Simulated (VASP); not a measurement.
# Ge2Sb2Te5 (P-3m1) in VASP: single point with PBE

Aim: the single point of Ge2Sb2Te5 with PBE.

All numbers are computed with VASP 6.6.1; they aren't measurements. Logs are shortened: lines on timing, memory, paths and dates and some standing lists are left out, and cuts for length are marked.

## (1) The cell of the first run

The structure is trigonal, space group P-3m1 (No. 164). Conventional cell: a = 4.294 Å, b = 4.294 Å, c = 17.101 Å, α = 90.00°, β = 90.00°, γ = 120.00°. Within 3.9 Å of Ge (site symmetry 3m) lie 6 Te at 3.00 to 3.04 Å. Within 4.0 Å of Sb (site symmetry 3m) lie 6 Te at 3.01 to 3.20 Å. Te (site symmetry -3m) has 6 Ge at 3.04 Å within 4.0 Å. Within 3.9 Å of Te (site symmetry 3m) lie 3 Ge at 3.00 Å and 3 Sb at 3.20 Å. Te (site symmetry 3m) has 3 Sb at 3.01 Å and 3 Te at 3.70 Å within 4.0 Å.

## (2) Single point, PBE

Input file INCAR:

```
ALGO = Normal
EDIFF = 1E-6
ENCUT = 520
GGA = PE
ISIF = 2
ISMEAR = 0
LASPH = True
LCHARG = False
LREAL = False
LWAVE = False
NBANDS = 44
NELM = 60
PREC = Accurate
SIGMA = 0.05
```

Input file KPOINTS:

```
k-points
0
Gamma
  12 12 4
```

Input file POSCAR:

```
Ge2Sb2Te5
1.0
    4.2940644200      0.0000000000      0.0000000000
   -2.1470322100      3.7187688800      0.0000000000
    0.0000000000      0.0000000000     17.1013460000
Ge Sb Te
2 2 5
Direct
    0.3333333300      0.6666666700      0.8971050000
    0.6666666700      0.3333333300      0.1028950000
    0.0000000000      0.0000000000      0.6799320000
    0.0000000000      0.0000000000      0.3200680000
    0.0000000000      0.0000000000      0.0000000000
    0.6666666700      0.3333333300      0.7984580000
    0.3333333300      0.6666666700      0.2015420000
    0.3333333300      0.6666666700      0.5801080000
    0.6666666700      0.3333333300      0.4198920000
```

Potentials or basis: VASP PAW PBE potentials, release 64 (Ge_d, Sb, Te).

Run with:

```
> cat potpaw_PBE.64/Ge_d/POTCAR potpaw_PBE.64/Sb/POTCAR potpaw_PBE.64/Te/POTCAR > POTCAR
> mpirun -np 1 vasp_std > vasp.out
```

OUTCAR:

```text
EDIFF = 1E-6
   ENCUT = 520
   GGA = PE
   ISIF = 2
   ISMEAR = 0
   LASPH = True
   LREAL = False
   NELM = 60
   PREC = Accurate

 ion  position               nearest neighbor table
   1  0.333  0.667  0.897-   6 3.00   6 3.00   6 3.00   5 3.04   5 3.04   5 3.04
   2  0.667  0.333  0.103-   7 3.00   7 3.00   7 3.00   5 3.04   5 3.04   5 3.04
   3  0.000  0.000  0.680-   8 3.01   8 3.01   8 3.01   6 3.20   6 3.20   6 3.20
   4  0.000  0.000  0.320-   9 3.01   9 3.01   9 3.01   7 3.20   7 3.20   7 3.20
   5  0.000  0.000  0.000-   1 3.04   2 3.04   2 3.04   1 3.04   2 3.04   1 3.04
   6  0.667  0.333  0.798-   1 3.00   1 3.00   1 3.00   3 3.20   3 3.20   3 3.20
   7  0.333  0.667  0.202-   2 3.00   2 3.00   2 3.00   4 3.20   4 3.20   4 3.20
   8  0.333  0.667  0.580-   3 3.01   3 3.01   3 3.01
   9  0.667  0.333  0.420-   4 3.01   4 3.01   4 3.01

  LATTYP: Found a hexagonal cell.
 ALAT       =     4.2940644200
 C/A-ratio  =     3.9825545980

  Lattice vectors:

 A1 = (   4.2940644200,   0.0000000000,   0.0000000000)
 A2 = (  -2.1470322100,   3.7187688800,   0.0000000000)
 A3 = (   0.0000000000,   0.0000000000,  17.1013460000)

Analysis of symmetry for initial positions (statically):
=====================================================================
 Subroutine PRICEL returns:
 Original cell was already a primitive cell.

 Routine SETGRP: Setting up the symmetry group for a
 hexagonal supercell.

 Subroutine GETGRP returns: Found 12 space group operations
 (whereof 12 operations were pure point group operations)
 out of a pool of 24 trial point group operations.

The static configuration has the point symmetry D_3d.

Analysis of symmetry for dynamics (positions and initial velocities):
=====================================================================
 Subroutine PRICEL returns:
 Original cell was already a primitive cell.

 Routine SETGRP: Setting up the symmetry group for a
 hexagonal supercell.

 Subroutine GETGRP returns: Found 12 space group operations
 (whereof 12 operations were pure point group operations)
 out of a pool of 24 trial point group operations.

The dynamic configuration has the point symmetry D_3d.

 Subroutine INISYM returns: Found 12 space group operations
 (whereof 12 operations are pure point group operations),
 and found     1 'primitive' translations

----------------------------------------------------------------------------------------

                                     Primitive cell

  volume of cell :     273.0851

  direct lattice vectors                    reciprocal lattice vectors
     4.294064420  0.000000000  0.000000000     0.232879599  0.134453099  0.000000000
    -2.147032210  3.718768880  0.000000000     0.000000000  0.268906198  0.000000000
     0.000000000  0.000000000 17.101346000     0.000000000  0.000000000  0.058474929

  length of vectors
     4.294064420  4.294064426 17.101346000     0.268906198  0.268906198  0.058474929

  position of ions in fractional coordinates (direct lattice)
     0.333333330  0.666666670  0.897105000
     0.666666670  0.333333330  0.102895000
     0.000000000  0.000000000  0.679932000
     0.000000000  0.000000000  0.320068000
     0.000000000  0.000000000  0.000000000
     0.666666670  0.333333330  0.798458000
     0.333333330  0.666666670  0.201542000
     0.333333330  0.666666670  0.580108000
     0.666666670  0.333333330  0.419892000

  ion indices of the primitive-cell ions
   primitive index   ion index
                 1           1
                 2           2
                 3           3
                 4           4
                 5           5
                 6           6
                 7           7
                 8           8
                 9           9

----------------------------------------------------------------------------------------

 KPOINTS: k-points

Automatic generation of k-mesh.
 Grid dimensions read from file:
 generate k-points for:   12   12    4

 Generating k-lattice:

  Cartesian coordinates                     Fractional coordinates (reciprocal lattice)
     0.019406633  0.011204425  0.000000000     0.083333333 -0.000000000  0.000000000
     0.000000000  0.022408850  0.000000000     0.000000000  0.083333333  0.000000000
     0.000000000  0.000000000  0.014618732     0.000000000  0.000000000  0.250000000

  Length of vectors
     0.022408850  0.022408850  0.014618732

  Shift w.r.t. Gamma in fractional coordinates (k-lattice)
     0.000000000  0.000000000  0.000000000

 Subroutine IBZKPT returns following result:
 ===========================================

 Found     69 irreducible k-points:

 Following reciprocal coordinates:
            Coordinates               Weight
  0.000000  0.000000  0.000000      1.000000
  0.083333 -0.000000  0.000000      6.000000
  0.166667 -0.000000  0.000000      6.000000
  0.250000  0.000000  0.000000      6.000000
  0.333333  0.000000  0.000000      6.000000
  0.416667  0.000000  0.000000      6.000000
[... 16 lines left out ...]
  0.166667 -0.000000  0.250000      6.000000
  0.000000  0.166667  0.250000      6.000000
 [... further k-points ...]
   k-points           NKPTS =     69   k-points in BZ     NKDIM =     69   number of bands    NBANDS=     44
   number of dos      NEDOS =    301   number of ions     NIONS =      9
   total plane-waves  NPLWV = 131072
   dimension x,y,z NGX =    32 NGY =   32 NGZ =  128
   dimension x,y,z NGXF=    64 NGYF=   64 NGZF=  256
   ions per type =               2   2   5
   NGX,Y,Z   is equivalent  to a cutoff of  12.39, 12.39, 12.44 a.u.
   NGXF,Y,Z  is equivalent  to a cutoff of  24.78, 24.78, 24.89 a.u.
 SYSTEM =  unknown system
   PREC   = accura    normal or accurate (medium, high low for compatibility)
   ISTART =      0    job   : 0-new  1-cont  2-samecut
   ICHARG =      2    charge: 1-file 2-atom 10-const
   ISPIN  =      1    spin polarized calculation?
   LNONCOLLINEAR =      F non collinear calculations
   LSORBIT =      F    spin-orbit coupling
   LASPH  =      T    aspherical Exc in radial PAW
   ENCUT  =  520.0 eV  38.22 Ry    6.18 a.u.   7.98  7.98 31.80*2*pi/ulx,y,z
   NELM   =     60;   NELMIN=  2; NELMDL= -5     # of ELM steps
   EDIFF  = 0.1E-05   stopping-criterion for ELM
   LREAL  =      F    real-space projection
   EDIFFG = 0.1E-04   stopping-criterion for IOM
   NSW    =      0    number of steps for IOM
   IBRION =     -1    ionic relax: 0-MD 1-quasi-New 2-CG
   NFREE  =      0    steps in history (QN), initial steepest desc. (CG)
   ISIF   =      2    stress and relaxation
   ISYM   =      2    0-nonsym 1-usesym 2-fastsym
   POTIM  = 0.5000    time-step for ionic-motion
   TEBEG  =    0.0;   TEEND  =   0.0 temperature during run
   PSTRESS=    0.0 pullay stress
   NELECT =      68.0000    total number of electrons
   NUPDOWN=      -1.0000    fix difference up-down
   EMIN   =  10.00;   EMAX   =-10.00  energy-range for DOS
   EFERMI =   0.00;   METHOD = LEGACY
   ISMEAR =     0;   SIGMA  =   0.05  broadening in eV -4-tet -1-fermi 0-gaus
   EFERMI_NEDOS =   21; number of points for ismear=-14 and -15
   IALGO  =     38    algorithm
   IMIX   =      4    mixing-type and parameters
     AMIX     =   0.40;   BMIX     =  1.00
     AMIX_MAG =   1.60;   BMIX_MAG =  1.00
  volume/ion in A,a.u.               =      30.34       204.76
  Fermi-wavevector in a.u.,A,eV,Ry     =   1.029940  1.946304 14.432730  1.060776
  Thomas-Fermi vector in A             =   2.164013
   LORBIT       =      0    0 simple, 1 ext, 2 COOP (PROOUT), +10 PAW based schemes
   GGA     = PE    functional components
   LHFCALC =     F    Hartree Fock is set to
   AEXX    =    0.0000 exact exchange contribution
   IVDW    =     0    specifies the selected vdW correction
   LEPSILON=     F    determine dielectric tensor
   LRPA    =     F    only Hartree local field effects (RPA)
 non-spin polarized calculation
 Gauss-broadening in eV      SIGMA  =   0.05
  energy-cutoff  :      520.00
  volume of cell :      273.09
 maximum number of plane-waves:      7404
   NGX = 15   NGY = 15   NGZ = 63

 number of electron      67.9999999 magnetization

 Free energy of the ion-electron system (eV)
  ---------------------------------------------------
  ext. energy  EPLUGINS =         0.00000000
  ---------------------------------------------------
  free energy    TOTEN  =       -33.96704915 eV

  energy without entropy =      -33.96704906  energy(sigma->0) =      -33.96704911

 E-fermi :   6.3621     XC(G=0):  -9.4253

 val. band max:        6.2292265702   @ k =   0.0000   0.0000   0.0000
 cond. band min:       6.5011856042   @ k =   0.0000   0.0000   0.0000
 fundamental gap:      0.2719590340
 Fermi energy:         6.3620753345

 k-point     1 :       0.0000    0.0000    0.0000
  band No.  band energies     occupation
      1     -18.7339      2.00000
      2     -18.7339      2.00000
      3     -18.7333      2.00000
      4     -18.7333      2.00000
      5     -18.7296      2.00000
      6     -18.7294      2.00000
[... 36 lines left out ...]
     43       7.8719      0.00000
     44       8.9426      0.00000

 k-point     2 :       0.0833   -0.0000    0.0000
  band No.  band energies     occupation
      1     -18.7341      2.00000
      2     -18.7338      2.00000
      3     -18.7334      2.00000
      4     -18.7332      2.00000
      5     -18.7296      2.00000
      6     -18.7294      2.00000
[... 36 lines left out ...]
     43       8.1404      0.00000
     44       9.0289      0.00000

 k-point     3 :       0.1667   -0.0000    0.0000
  band No.  band energies     occupation
      1     -18.7345      2.00000
      2     -18.7337      2.00000
      3     -18.7337      2.00000
      4     -18.7331      2.00000
      5     -18.7294      2.00000
      6     -18.7292      2.00000
[... 976 lines left out ...]
     43       8.8310      0.00000
     44       9.2843      0.00000

 k-point    24 :       0.0000    0.1667    0.2500
  band No.  band energies     occupation
      1     -18.7345      2.00000
      2     -18.7337      2.00000
      3     -18.7337      2.00000
      4     -18.7331      2.00000
      5     -18.7294      2.00000
      6     -18.7292      2.00000
[... 36 lines left out ...]
     43       8.8415      0.00000
     44       9.3349      0.00000

 [... further k-points ...]

------------------------ aborting loop because EDIFF is reached ----------------------------------------

  FORCE on cell =-STRESS in cart. coord.  units (eV):
  Direction    XX          YY          ZZ          XY          YZ          ZX
  --------------------------------------------------------------------------------------
  -------------------------------------------------------------------------------------
  Total        0.5097046      0.5097046      0.4995448     -0.0000000      0.0000000      0.0000000
  in kB        2.9904127      2.9904127      2.9308053     -0.0000000      0.0000000      0.0000000
  external PRESSURE =       2.9705435 kB  Pullay stress =       0.0000000 kB

 VOLUME and BASIS-vectors are now :
 -----------------------------------------------------------------------------
  energy-cutoff  :      520.00
  volume of cell :      273.09
      direct lattice vectors                 reciprocal lattice vectors
     4.294064420  0.000000000  0.000000000     0.232879599  0.134453099  0.000000000
    -2.147032210  3.718768880  0.000000000     0.000000000  0.268906198  0.000000000
     0.000000000  0.000000000 17.101346000     0.000000000  0.000000000  0.058474929

 POSITION                                       TOTAL-FORCE (eV/Angst)
 -----------------------------------------------------------------------------------
     -0.00000      2.47918     15.34170         0.000000      0.000000      0.088531
      2.14703      1.23959      1.75964        -0.000000     -0.000000     -0.088531
      0.00000      0.00000     11.62775        -0.000000      0.000000      0.093673
      0.00000      0.00000      5.47359        -0.000000     -0.000000     -0.093673
      0.00000      0.00000      0.00000        -0.000000      0.000000      0.000000
      2.14703      1.23959     13.65471        -0.000000      0.000000      0.031186
     -0.00000      2.47918      3.44664         0.000000     -0.000000     -0.031186
     -0.00000      2.47918      9.92063        -0.000000      0.000000      0.004978
      2.14703      1.23959      7.18072         0.000000     -0.000000     -0.004978
 -----------------------------------------------------------------------------------
    total drift:                               -0.000000      0.000000      0.000000

  FREE ENERGIE OF THE ION-ELECTRON SYSTEM (eV)
  ---------------------------------------------------
  free  energy   TOTEN  =       -33.9670491487 eV

  energy  without entropy=      -33.9670490625  energy(sigma->0) =      -33.96704911
```

It took 30 min on 1 thread of Oxide Virtual Turin-like, shared host; peak memory 0.8 GiB.

What came out:

```yaml
Free_energy: -33.9670 eV
Pressure: 0.3 GPa
Largest_force: 0.094 eV/Å
Band_gap_on_the_k_mesh: 0.27 eV
```

Forces on the atoms (eV/Å):
```
Ge   0.000  0.000  0.089
Ge   0.000  0.000 -0.089
Sb   0.000  0.000  0.094
Sb   0.000  0.000 -0.094
Te   0.000  0.000  0.000
Te   0.000  0.000  0.031
Te   0.000  0.000 -0.031
Te   0.000  0.000  0.005
Te   0.000  0.000 -0.005
```

Caveat: spin-orbit coupling is left out, which moves the levels of the heavy elements. A k mesh can miss the band edges.
